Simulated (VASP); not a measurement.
**Pd: single point with r2SCAN**

Crystal: Pd.

```
Pd
1.0
     0.00000    1.93235    1.93235
     1.93235    0.00000    1.93235
     1.93235    1.93235    0.00000
Pd
1
Direct
  0.00000 0.00000 0.00000
```

```json
{
 "Program": "VASP 6.6.1",
 "Task": "single point",
 "Functional": "r2SCAN",
 "Potentials or basis": "VASP PAW PBE potentials, release 64 (Pd)",
 "Cutoff": "520 eV",
 "k mesh": "24 × 24 × 24",
 "Occupations": "fermi-dirac, width 0.08 eV",
 "Spin": "no spin polarisation"
}
```

```
Pressure               : 7.9 GPa
Band gap on the k mesh : zero (bands 5 and 6 overlap by 1.75 eV)
```

Levels at points of the mesh, in eV from the Fermi level:
| k point | band 3 | band 4 | band 5 | band 6 | band 7 | band 8 |
| --- | --- | --- | --- | --- | --- | --- |
| (0.00, 0.00, 0.00) | -3.05 | -3.05 | -1.37 | -1.37 | 18.01 | 22.36 |
| (0.50, 0.00, 0.00) | -3.12 | -0.06 | -0.06 | 1.21 | 7.87 | 17.41 |
| (0.50, 0.50, 0.00) | -0.12 | 0.30 | 0.30 | 3.63 | 11.53 | 14.04 |

Wall time 96 s on 1 thread of Intel(R) Xeon(R) 6975P-C (Granite Rapids), with other jobs on the host, peak memory 0.18 GiB.

Caveat: the cell stands under pressure; the PAW data sets were made with another functional, which shifts forces and pressure a little.
